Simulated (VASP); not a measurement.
# SrCl2 (Fm-3m) in VASP: notebook

The runs below take SrCl2 through single point, with PBE.

Program: VASP 6.6.1. These are calculated values, not measurements. Logs are shortened: lines on timing, memory, paths and dates and some standing lists are left out, and cuts for length are marked.

### Step 1. The cell of the first run

Symmetry: Fm-3m, No. 225, cubic system. Conventional cell: a = 6.994 Å, b = 6.994 Å, c = 6.994 Å, α = 90.00°, β = 90.00°, γ = 90.00°. Within 4.0 Å of Sr (site symmetry m-3m) lie 8 Cl at 3.03 Å. Within 4.0 Å of Cl (site symmetry -43m) lie 4 Sr at 3.03 Å and 6 Cl at 3.50 Å.

### Step 2. Single point, PBE

INCAR reads:

```
SYSTEM = SrCl2
ALGO = Normal
EDIFF = 1E-6
ENCUT = 520
GGA = PE
ISIF = 2
ISMEAR = 0
LASPH = .TRUE.
LCHARG = .FALSE.
LREAL = .FALSE.
LWAVE = .FALSE.
NBANDS = 19
NELM = 60
PREC = Accurate
SIGMA = 0.05
```

KPOINTS reads:

```
k-points
0
G
  8 8 8
  0 0 0
```

POSCAR reads:

```
SrCl2
1.0
    0.0000000000      3.4970815950      3.4970815950
    3.4970815950      0.0000000000      3.4970815950
    3.4970815950      3.4970815950      0.0000000000
Sr Cl
1 2
Direct
    0.0000000000      0.0000000000      0.0000000000
    0.2500000000      0.2500000000      0.2500000000
    0.7500000000      0.7500000000      0.7500000000
```

Potentials or basis: VASP PAW PBE potentials, release 64 (Sr_sv, Cl).

Started as:

```bash
$ cat potpaw_PBE.64/Sr_sv/POTCAR potpaw_PBE.64/Cl/POTCAR > POTCAR
$ mpirun -np 1 vasp_std > vasp.out
```

OUTCAR:

```text
SYSTEM = SrCl2
   EDIFF = 1E-6
   ENCUT = 520
   GGA = PE
   ISIF = 2
   ISMEAR = 0
   LASPH = .TRUE.
   LREAL = .FALSE.
   NELM = 60
   PREC = Accurate

 ion  position               nearest neighbor table
   1  0.000  0.000  0.000-   3 3.03   3 3.03   2 3.03   2 3.03   3 3.03   2 3.03   3 3.03   2 3.03

   2  0.250  0.250  0.250-   1 3.03   1 3.03   1 3.03   1 3.03
   3  0.750  0.750  0.750-   1 3.03   1 3.03   1 3.03   1 3.03

  LATTYP: Found a face centered cubic cell.
 ALAT       =     6.9941631900

  Lattice vectors:

 A1 = (   0.0000000000,   3.4970815950,   3.4970815950)
 A2 = (   3.4970815950,   0.0000000000,   3.4970815950)
 A3 = (   3.4970815950,   3.4970815950,   0.0000000000)

Analysis of symmetry for initial positions (statically):
=====================================================================
 Subroutine PRICEL returns:
 Original cell was already a primitive cell.

 Routine SETGRP: Setting up the symmetry group for a
 face centered cubic supercell.

 Subroutine GETGRP returns: Found 48 space group operations
 (whereof 48 operations were pure point group operations)
 out of a pool of 48 trial point group operations.

The static configuration has the point symmetry O_h .

Analysis of symmetry for dynamics (positions and initial velocities):
=====================================================================
 Subroutine PRICEL returns:
 Original cell was already a primitive cell.

 Routine SETGRP: Setting up the symmetry group for a
 face centered cubic supercell.

 Subroutine GETGRP returns: Found 48 space group operations
 (whereof 48 operations were pure point group operations)
 out of a pool of 48 trial point group operations.

The dynamic configuration has the point symmetry O_h .

 Subroutine INISYM returns: Found 48 space group operations
 (whereof 48 operations are pure point group operations),
 and found     1 'primitive' translations

----------------------------------------------------------------------------------------

                                     Primitive cell

  volume of cell :      85.5357

  direct lattice vectors                    reciprocal lattice vectors
     0.000000000  3.497081595  3.497081595    -0.142976361  0.142976361  0.142976361
     3.497081595  0.000000000  3.497081595     0.142976361 -0.142976361  0.142976361
     3.497081595  3.497081595  0.000000000     0.142976361  0.142976361 -0.142976361

  length of vectors
     4.945620220  4.945620220  4.945620220     0.247642321  0.247642321  0.247642321

  position of ions in fractional coordinates (direct lattice)
     0.000000000  0.000000000  0.000000000
     0.250000000  0.250000000  0.250000000
     0.750000000  0.750000000  0.750000000

  ion indices of the primitive-cell ions
   primitive index   ion index
                 1           1
                 2           2
                 3           3

----------------------------------------------------------------------------------------

 KPOINTS: k-points

Automatic generation of k-mesh.
 Grid dimensions read from file:
 generate k-points for:    8    8    8

 Generating k-lattice:

  Cartesian coordinates                     Fractional coordinates (reciprocal lattice)
    -0.017872045  0.017872045  0.017872045     0.125000000  0.000000000  0.000000000
     0.017872045 -0.017872045  0.017872045     0.000000000  0.125000000  0.000000000
     0.017872045  0.017872045 -0.017872045     0.000000000  0.000000000  0.125000000

  Length of vectors
     0.030955290  0.030955290  0.030955290

  Shift w.r.t. Gamma in fractional coordinates (k-lattice)
     0.000000000  0.000000000  0.000000000

 Subroutine IBZKPT returns following result:
 ===========================================

 Found     29 irreducible k-points:

 Following reciprocal coordinates:
            Coordinates               Weight
  0.000000  0.000000  0.000000      1.000000
  0.125000  0.000000  0.000000      8.000000
  0.250000  0.000000  0.000000      8.000000
  0.375000  0.000000  0.000000      8.000000
  0.500000  0.000000  0.000000      4.000000
  0.125000  0.125000  0.000000      6.000000
[... 16 lines left out ...]
  0.500000  0.250000  0.125000     48.000000
 -0.375000  0.250000  0.125000     24.000000
 [... further k-points ...]
   k-points           NKPTS =     29   k-points in BZ     NKDIM =     29   number of bands    NBANDS=     19
   number of dos      NEDOS =    301   number of ions     NIONS =      3
   total plane-waves  NPLWV =  64000
   dimension x,y,z NGX =    40 NGY =   40 NGZ =   40
   dimension x,y,z NGXF=    80 NGYF=   80 NGZF=   80
   ions per type =               1   2
   NGX,Y,Z   is equivalent  to a cutoff of  13.45, 13.45, 13.45 a.u.
   NGXF,Y,Z  is equivalent  to a cutoff of  26.89, 26.89, 26.89 a.u.
 SYSTEM =  SrCl2
   PREC   = accura    normal or accurate (medium, high low for compatibility)
   ISTART =      0    job   : 0-new  1-cont  2-samecut
   ICHARG =      2    charge: 1-file 2-atom 10-const
   ISPIN  =      1    spin polarized calculation?
   LNONCOLLINEAR =      F non collinear calculations
   LSORBIT =      F    spin-orbit coupling
   LASPH  =      T    aspherical Exc in radial PAW
   ENCUT  =  520.0 eV  38.22 Ry    6.18 a.u.   9.20  9.20  9.20*2*pi/ulx,y,z
   NELM   =     60;   NELMIN=  2; NELMDL= -5     # of ELM steps
   EDIFF  = 0.1E-05   stopping-criterion for ELM
   LREAL  =      F    real-space projection
   EDIFFG = 0.1E-04   stopping-criterion for IOM
   NSW    =      0    number of steps for IOM
   IBRION =     -1    ionic relax: 0-MD 1-quasi-New 2-CG
   NFREE  =      0    steps in history (QN), initial steepest desc. (CG)
   ISIF   =      2    stress and relaxation
   ISYM   =      2    0-nonsym 1-usesym 2-fastsym
   POTIM  = 0.5000    time-step for ionic-motion
   TEBEG  =    0.0;   TEEND  =   0.0 temperature during run
   PSTRESS=    0.0 pullay stress
   NELECT =      24.0000    total number of electrons
   NUPDOWN=      -1.0000    fix difference up-down
   EMIN   =  10.00;   EMAX   =-10.00  energy-range for DOS
   EFERMI =   0.00;   METHOD = LEGACY
   ISMEAR =     0;   SIGMA  =   0.05  broadening in eV -4-tet -1-fermi 0-gaus
   EFERMI_NEDOS =   21; number of points for ismear=-14 and -15
   IALGO  =     38    algorithm
   IMIX   =      4    mixing-type and parameters
     AMIX     =   0.40;   BMIX     =  1.00
     AMIX_MAG =   1.60;   BMIX_MAG =  1.00
  volume/ion in A,a.u.               =      28.51       192.41
  Fermi-wavevector in a.u.,A,eV,Ry     =   1.071757  2.025326 15.628497  1.148662
  Thomas-Fermi vector in A             =   2.207506
   LORBIT       =      0    0 simple, 1 ext, 2 COOP (PROOUT), +10 PAW based schemes
   GGA     = PE    functional components
   LHFCALC =     F    Hartree Fock is set to
   AEXX    =    0.0000 exact exchange contribution
   IVDW    =     0    specifies the selected vdW correction
   LEPSILON=     F    determine dielectric tensor
   LRPA    =     F    only Hartree local field effects (RPA)
 non-spin polarized calculation
 Gauss-broadening in eV      SIGMA  =   0.05
  energy-cutoff  :      520.00
  volume of cell :       85.54
 maximum number of plane-waves:      2332
 NGX is ok and might be reduce to    40
   NGX = 19   NGY = 19   NGZ = 19

 number of electron      24.0000002 magnetization

 Free energy of the ion-electron system (eV)
  ---------------------------------------------------
  ext. energy  EPLUGINS =         0.00000000
  ---------------------------------------------------
  free energy    TOTEN  =       -12.78627592 eV

  energy without entropy =      -12.78627592  energy(sigma->0) =      -12.78627592

 E-fermi :   0.3052     XC(G=0):  -8.2506

 val. band max:        0.1036475937   @ k =   0.5000   0.5000   0.0000
 cond. band min:       5.4127634948   @ k =   0.0000   0.0000   0.0000
 fundamental gap:      5.3091159011
 Fermi energy:         0.3051639097

 k-point     1 :       0.0000    0.0000    0.0000
  band No.  band energies     occupation
      1     -32.8081      2.00000
      2     -14.7965      2.00000
      3     -14.7965      2.00000
      4     -14.7965      2.00000
      5     -13.1785      2.00000
      6     -12.3437      2.00000
[... 11 lines left out ...]
     18       9.1264      0.00000
     19       9.3728      0.00000

 k-point     2 :       0.1250    0.0000    0.0000
  band No.  band energies     occupation
      1     -32.8077      2.00000
      2     -14.8467      2.00000
      3     -14.7985      2.00000
      4     -14.7985      2.00000
      5     -13.0915      2.00000
      6     -12.3775      2.00000
[... 11 lines left out ...]
     18       8.9058      0.00000
     19       9.7279      0.00000

 k-point     3 :       0.2500    0.0000    0.0000
  band No.  band energies     occupation
      1     -32.8066      2.00000
      2     -14.9499      2.00000
      3     -14.8032      2.00000
      4     -14.8032      2.00000
      5     -12.9116      2.00000
      6     -12.4425      2.00000
[... 11 lines left out ...]
     18       8.7046      0.00000
     19       9.6750      0.00000

 k-point     4 :       0.3750    0.0000    0.0000
  band No.  band energies     occupation
      1     -32.8056      2.00000
      2     -15.0354      2.00000
      3     -14.8078      2.00000
      4     -14.8078      2.00000
      5     -12.8004      2.00000
      6     -12.4506      2.00000
[... 11 lines left out ...]
     18       8.6611      0.00000
     19       8.8878      0.00000

 k-point     5 :       0.5000    0.0000    0.0000
  band No.  band energies     occupation
      1     -32.8051      2.00000
      2     -15.0670      2.00000
      3     -14.8098      2.00000
      4     -14.8098      2.00000
      5     -12.7865      2.00000
      6     -12.4238      2.00000
[... 11 lines left out ...]
     18       8.6890      0.00000
     19       8.8303      0.00000
[... 334 lines left out ...]
      2     -15.1259      2.00000
      3     -14.8281      2.00000
      4     -14.8281      2.00000
      5     -12.6407      2.00000
      6     -12.4449      2.00000
[... 11 lines left out ...]
     18       8.7371      0.00000
     19       9.9608      0.00000

 k-point    22 :       0.3750    0.2500    0.1250
  band No.  band energies     occupation
      1     -32.8058      2.00000
      2     -14.9899      2.00000
      3     -14.8383      2.00000
      4     -14.8093      2.00000
      5     -12.7613      2.00000
      6     -12.5031      2.00000
[... 11 lines left out ...]
     18       8.6254      0.00000
     19       9.5933      0.00000

 k-point    23 :       0.5000    0.2500    0.1250
  band No.  band energies     occupation
      1     -32.8050      2.00000
      2     -15.0218      2.00000
      3     -14.8801      2.00000
      4     -14.8144      2.00000
      5     -12.6618      2.00000
      6     -12.5114      2.00000
[... 11 lines left out ...]
     18       8.7511      0.00000
     19       9.7089      0.00000

 k-point    24 :      -0.3750    0.2500    0.1250
  band No.  band energies     occupation
      1     -32.8046      2.00000
      2     -15.0288      2.00000
      3     -14.9019      2.00000
      4     -14.8168      2.00000
      5     -12.6565      2.00000
      6     -12.4789      2.00000
[... 11 lines left out ...]
     18       9.0150      0.00000
     19       9.4567      0.00000

 [... further k-points ...]
[... 5 lines left out ...]
  --------------------------------------------------------------------------------------
  -------------------------------------------------------------------------------------
  Total        0.4221496      0.4221496      0.4221496      0.0000000     -0.0000000      0.0000000
  in kB        7.9073261      7.9073261      7.9073261      0.0000000     -0.0000000      0.0000000
  external PRESSURE =       7.9073261 kB  Pullay stress =       0.0000000 kB

 VOLUME and BASIS-vectors are now :
 -----------------------------------------------------------------------------
  energy-cutoff  :      520.00
  volume of cell :       85.54
      direct lattice vectors                 reciprocal lattice vectors
     0.000000000  3.497081595  3.497081595    -0.142976361  0.142976361  0.142976361
     3.497081595  0.000000000  3.497081595     0.142976361 -0.142976361  0.142976361
     3.497081595  3.497081595  0.000000000     0.142976361  0.142976361 -0.142976361

 POSITION                                       TOTAL-FORCE (eV/Angst)
 -----------------------------------------------------------------------------------
      0.00000      0.00000      0.00000         0.000000      0.000000     -0.000000
      1.74854      1.74854      1.74854        -0.000000     -0.000000      0.000000
      5.24562      5.24562      5.24562        -0.000000     -0.000000     -0.000000
 -----------------------------------------------------------------------------------
    total drift:                               -0.000000     -0.000000      0.000000

  FREE ENERGIE OF THE ION-ELECTRON SYSTEM (eV)
  ---------------------------------------------------
  free  energy   TOTEN  =       -12.7862759195 eV

  energy  without entropy=      -12.7862759195  energy(sigma->0) =      -12.78627592
```

It took 48 s on 1 thread of Intel Xeon Platinum 8259CL at 2.50GHz (Skylake/Cascade Lake), shared host; peak memory 0.25 GiB.

What came out:

```
Free energy            : -12.7863 eV
Pressure               : 0.8 GPa
Band gap on the k mesh : 5.31 eV, indirect (least direct gap 5.51 eV)
```

Levels at points of the mesh, in eV from the valence-band top:
| k point | band 10 | band 11 | band 12 | band 13 | band 14 | band 15 |
| --- | --- | --- | --- | --- | --- | --- |
| (0.00, 0.00, 0.00) | -0.33 | -0.33 | -0.33 | 5.31 | 6.10 | 6.10 |
| (0.50, 0.00, 0.00) | -1.30 | -1.04 | -1.04 | 6.71 | 6.71 | 7.48 |
| (0.50, 0.50, 0.00) | -0.40 | -0.40 | 0.00 | 5.51 | 7.02 | 7.58 |

[end of part 1 of 2]
